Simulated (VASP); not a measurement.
# Ba: relaxation of cell and atoms with r2SCAN

Ba:

```
CELL_PARAMETERS angstrom
4.34139 0.00000 0.00000
-1.44713 4.09310 0.00000
-1.44713 -2.04655 3.54473
ATOMIC_POSITIONS crystal
Ba 0.00000 0.00000 0.00000
```

```
Program                : VASP 6.6.1
Task                   : relaxation of cell and atoms
Functional             : r2SCAN
Potentials or basis    : VASP PAW PBE potentials, release 64 (Ba_sv)
Cutoff                 : 600 eV
k mesh                 : 7 × 7 × 7
Occupations            : fermi-dirac, width 0.15 eV
Spin                   : no spin polarisation
Dipole correction      : no
Further INCAR settings : ALGO = Normal; EDIFF = 1e-06; IBRION = 2; EDIFFG = -0.01; NSW = 80; ISIF = 3
```

```
Relaxed volume                        : 66.03 Å³/atom
Relaxed cell                          : a = 4.410 Å, b = 4.410 Å, c = 4.410 Å, α = 109.47°, β = 109.47°, γ = 109.47°
Space group after relaxing (to 0.1 Å) : Im-3m (No. 229)
Energy gained by relaxing             : 3.9 meV/atom
Ionic steps                           : 5
Pressure after relaxing               : 0.0 GPa
Band gap on the k mesh                : zero (bands 5 and 6 overlap by 0.79 eV)
```

The path:
| step | energy change (eV) | largest force (eV/Å) | pressure (GPa) | volume (Å³) |
| --- | --- | --- | --- | --- |
| 1 | 0.0000 | 0.0000 | 0.40 | 62.99 |
| 2 | -0.0028 | 0.0000 | 0.20 | 64.44 |
| 3 | -0.0037 | 0.0000 | 0.08 | 65.40 |
| 4 | -0.0033 | 0.0000 | -0.16 | 67.35 |
| 5 | -0.0039 | 0.0000 | 0.00 | 66.03 |

Final structure:
```cif
data_structure
_symmetry_space_group_name_H-M 'P 1'
_symmetry_Int_Tables_number 1
_cell_length_a 4.4102
_cell_length_b 4.4102
_cell_length_c 4.4102
_cell_angle_alpha 109.471
_cell_angle_beta 109.471
_cell_angle_gamma 109.471
_cell_volume 66.03
loop_
_atom_site_label
_atom_site_type_symbol
_atom_site_fract_x
_atom_site_fract_y
_atom_site_fract_z
_atom_site_occupancy
Ba1 Ba 0.00000 0.00000 0.00000 1
```

Levels at points of the mesh, in eV from the Fermi level:
```tsv
k point	band 2	band 3	band 4	band 5	band 6	band 7	band 8	band 9
(0.00, 0.00, 0.00)	-14.56	-14.56	-14.56	-2.88	2.07	2.07	2.07	3.37
```

It took 2.3 min on 1 thread of AMD EPYC 9R45 96-Core Processor (Zen 5), with other jobs on the host, peak memory 0.19 GiB.

Caveat: the PAW data sets were made with another functional, which shifts forces and pressure a little; spin-orbit coupling is left out, which moves the levels of the heavy elements. Zero-point motion and thermal expansion aren't in these numbers.
